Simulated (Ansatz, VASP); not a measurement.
## Two plane-wave programs on Pt

POSCAR

```
Pt
1.0
    2.6041501060      0.0000000000      0.0000000000
    0.0000000000      2.6041501060      0.0000000000
    0.0000000000      0.0000000000      2.6041501060
Pt
1
Direct
    0.0000000000      0.0000000000      0.0000000000
```

Contents of INCAR.step1:

```
PREC     = Accurate       # precision mode
ENCUT    = 550            # plane-wave cutoff, eV
ISMEAR   = -1             # smearing method
SIGMA    = 0.1            # smearing width, eV
LREAL    = F              # projectors in reciprocal space
LASPH    = T              # aspherical terms in the spheres
NELM     = 200            # most SCF steps
LNONCOLLINEAR= T              # non-collinear magnetism
MAGMOM   = 0 0 0          # initial moments
LSORBIT  = T              # spin-orbit coupling
GGA_COMPAT= F            
LMAXMIX  = 4              # l up to which the mixer works
NBANDS   = 21             # bands
GGA      = PE             # functional
ALGO     = Normal         # electronic algorithm
EDIFF    = 1E-5           # SCF threshold, eV
LWAVE    = T              # write WAVECAR
LCHARG   = F              # write CHGCAR
```

File INCAR.step2:

```
PREC     = Accurate       # precision mode
ENCUT    = 550            # plane-wave cutoff, eV
EDIFF    = 1E-6           # SCF threshold, eV
ISMEAR   = -1             # smearing method
SIGMA    = 0.1            # smearing width, eV
LREAL    = F              # projectors in reciprocal space
LASPH    = T              # aspherical terms in the spheres
NELM     = 200            # most SCF steps
ALGO     = Normal         # electronic algorithm
ISIF     = 2              # what is computed and relaxed
LWAVE    = F              # write WAVECAR
LCHARG   = F              # write CHGCAR
LNONCOLLINEAR= T              # non-collinear magnetism
MAGMOM   = 0 0 0          # initial moments
LORBIT   = 11             # projections on sites
LSORBIT  = T              # spin-orbit coupling
GGA_COMPAT= F            
LORBMOM  = T            
LMAXMIX  = 4              # l up to which the mixer works
METAGGA  = R2SCAN         # meta-GGA
LMIXTAU  = T            
NBANDS   = 21             # bands
ISTART   = 1
```

KPOINTS

```
regular mesh
0
Gamma
  12 12 12
```

Input for Ansatz:

```yaml
crystal:
  lattice:
    - [2.604150106, 0.0, 0.0]
    - [0.0, 2.604150106, 0.0]
    - [0.0, 0.0, 2.604150106]
  atoms:
    - { symbol: Pt, position: [0.0, 0.0, 0.0] }
hamiltonian:
  xc: r2scan
  pseudopotentials:
    kind: paw_fr
    azcp:
      Pt: "pseudopotentials/Pt.paw.azcp"
basis:
  ecutwfc: 500
  fft_grid_basis: typed
kpoints:
  mp_grid: { grid: [12, 12, 12], shift: [0, 0, 0] }
magnetization:
  noncollinear: true
  spin_orbit: true
scf:
  occupations: { method: fermi_dirac, width: 0.1 }
output:
  write_density: true
  write_potential: true
  elf: true
  volumetric_format: npy
```

Alike in both runs: task single point; functional r2SCAN; k mesh 12 × 12 × 12; occupations fermi-dirac, width 0.1 eV; non-collinear spin, spin-orbit coupling.

|  | VASP | Ansatz |
| --- | --- | --- |
| version | VASP 6.6.1 | Ansatz 0.2.0 |
| potentials or method | VASP PAW PBE potentials, release 64 (Pt), cutoff 550 eV | plane waves (500 eV) with PAW, fully relativistic with spin-orbit coupling |
| valence electrons in the cell | 10 | 18 |

|  | VASP | Ansatz | Ansatz less VASP |
| --- | --- | --- | --- |
| net moment per atom (μB) | 0.00 | 0.00 | 0.000 |

VASP's potentials were made for PBE, not for r2SCAN. The functional is the same, so the differences come from potentials, cutoffs and numerics. VASP's potentials hold 10 valence electrons a cell and Ansatz's 18, so a difference there can come from the potentials and not from the codes.
